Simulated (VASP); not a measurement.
Write the native input for VASP 6.6.1 that does the following.

| Item | Value |
| --- | --- |
| Task | relaxation of cell and atoms |
| Functional | PBE |
| Potentials or basis | VASP PAW PBE potentials, release 64 (Al) |
| Cutoff | 600 eV |
| k mesh | 8 × 8 × 8 |
| Occupations | gaussian, width 0.1 eV |
| Spin | no spin polarisation |
| Dipole correction | no |
| Further INCAR settings | ALGO = Normal; EDIFF = 1e-06; IBRION = 2; EDIFFG = -0.04; NSW = 90; ISIF = 3 |

The structure of Al lies in POSCAR:

```
Al
1.0
   -1.4263223694      1.4600656609      1.9888563934
    1.4263223694     -1.4600656609      1.9888563934
    1.4263223694      1.4600656609     -1.9888563934
Al
1
Direct
    0.5000000000      0.5000000000      0.0000000000
```

One way to write it, as run:

INCAR

```
PREC     = Accurate       # precision mode
ENCUT    = 600            # plane-wave cutoff, eV
EDIFF    = 1E-6           # SCF threshold, eV
ISMEAR   = 0              # smearing method
SIGMA    = 0.1            # smearing width, eV
LREAL    = False          # projectors in reciprocal space
LASPH    = True           # aspherical terms in the spheres
NELM     = 60             # most SCF steps
ALGO     = Normal         # electronic algorithm
ISIF     = 3              # what is computed and relaxed
LWAVE    = False          # write WAVECAR
LCHARG   = False          # write CHGCAR
GGA      = PE             # functional
IBRION   = 2              # ionic algorithm
NSW      = 90             # ionic steps
EDIFFG   = -0.04          # ionic threshold
```

KPOINTS

```
regular mesh
0
Gamma
  8 8 8
```

Potentials or basis: VASP PAW PBE potentials, release 64 (Al).

The run is started by

```bash
$ cat potpaw_PBE.64/Al/POTCAR > POTCAR
$ mpirun -np 1 vasp_std > vasp.out
```

Results of the run:

```json
{
  "Relaxed volume": "16.53 Å³/atom",
  "Relaxed cell": "a = 2.858 Å, b = 2.858 Å, c = 2.858 Å, α = 120.63°, β = 119.16°, γ = 90.19°",
  "Space group after relaxing (to 0.1 Å)": "Fm-3m (No. 225)",
  "Energy gained by relaxing": "3.1 meV/atom",
  "Ionic steps": "5",
  "Pressure after relaxing": "0.0 GPa",
  "Band gap on the k mesh": "zero (an odd number of electrons rules out a gap without spin polarisation)"
}
```

Wall time 8.6 s on 1 thread of Intel(R) Xeon(R) Platinum 8488C (Sapphire Rapids) (shared host), peak memory 0.14 GiB.
